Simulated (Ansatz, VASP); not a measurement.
One calculation of NbCd3, two programs

```
Nb Cd
1.0
     4.17285    0.00000    0.00000
     0.00000    4.17285    0.00000
     0.00000    0.00000    4.21500
Nb Cd
1 3
Direct
  0.00000 0.00000 0.00000
  0.00000 0.50000 0.50000
  0.50000 0.00000 0.50000
  0.50000 0.50000 0.00000
```

Change from the starting cell: equal xx and yy strain of -1 %.

Alike in both runs: task single point; functional LDA; k mesh 9 × 9 × 9; occupations fermi-dirac, width 0.08 eV; no spin polarisation.

```csv
,VASP,Ansatz
version,VASP 6.6.1,Ansatz 0.2.0
potentials or method,"VASP PAW LDA potentials, release 64 (Nb_sv, Cd), cutoff 520 eV","all-electron LAPW, scalar-relativistic"
```

|  | VASP | Ansatz | Ansatz less VASP |
| --- | --- | --- | --- |
| pressure (GPa) | 0.7 | -0.2 | -0.92 |
| traceless stress, the component that is largest in VASP (GPa) | -0.55 | -0.54 | +0.012 |

LDA's correlation is that of Perdew and Zunger in VASP and of Perdew and Wang (1992) in Ansatz. Ansatz ran all-electron here, and VASP with PAW potentials.
